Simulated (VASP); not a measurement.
Set up this calculation in VASP 6.6.1, as the native input.

```
Task                   : relaxation of the atoms
Functional             : PBE
Potentials or basis    : VASP PAW PBE potentials, release 64 (Si, O)
Cutoff                 : 520 eV
k mesh                 : 5 × 5 × 3
Occupations            : fermi-dirac, width 0.05 eV
Spin                   : no spin polarisation
Dipole correction      : no
Further INCAR settings : ALGO = Normal; EDIFF = 1e-07; IBRION = 2; EDIFFG = -0.01; NSW = 60
```

The structure of SiO2 lies in POSCAR:

```
SiO2
1.0
    4.9820000000      0.0000000000      0.0000000000
    0.0000000000      4.9820000000      0.0000000000
    0.0000000000      0.0000000000      6.9630000000
Si O
4 8
Direct
    0.7989700000      0.2010300000      0.7500000000
    0.7010300000      0.7010300000      0.5000000000
    0.2010300000      0.7989700000      0.2500000000
    0.2989700000      0.2989700000      0.0000000000
    0.1034700000      0.2398900000      0.8218700000
    0.2601100000      0.6034700000      0.0718700000
    0.8965300000      0.7601100000      0.3218700000
    0.7398900000      0.3965300000      0.5718700000
    0.6034700000      0.2601100000      0.9281300000
    0.7601100000      0.8965300000      0.6781300000
    0.3965300000      0.7398900000      0.4281300000
    0.2398900000      0.1034700000      0.1781300000
```

These files were run (other wordings do the same):

INCAR

```
SYSTEM = SiO2
PREC = Accurate
ENCUT = 520
EDIFF = 1E-7
ISMEAR = -1
SIGMA = 0.05
LREAL = .False.
LASPH = .True.
NELM = 120
ALGO = Normal
ISIF = 2
LWAVE = .False.
LCHARG = .False.
GGA = PE
IBRION = 2
NSW = 60
EDIFFG = -0.01
GGA_COMPAT = .False.
NELMIN = 4
```

KPOINTS

```
Automatic mesh
0
Gamma
  5 5 3
  0 0 0
```

Potentials or basis: VASP PAW PBE potentials, release 64 (Si, O).

Launch:

```sh
$ cat potpaw_PBE.64/Si/POTCAR potpaw_PBE.64/O/POTCAR > POTCAR
$ mpirun -np 1 vasp_std > vasp.out
```

Results of the run:

```yaml
Energy_gained_by_relaxing: 8.2 meV/atom
Ionic_steps: 21
Pressure_after_relaxing: 1.2 GPa
Band_gap_on_the_k_mesh: 5.61 eV
```

It took 8.4 min on 1 thread of Intel(R) Xeon(R) 6975P-C (Granite Rapids), on a shared host, peak memory 0.31 GiB.
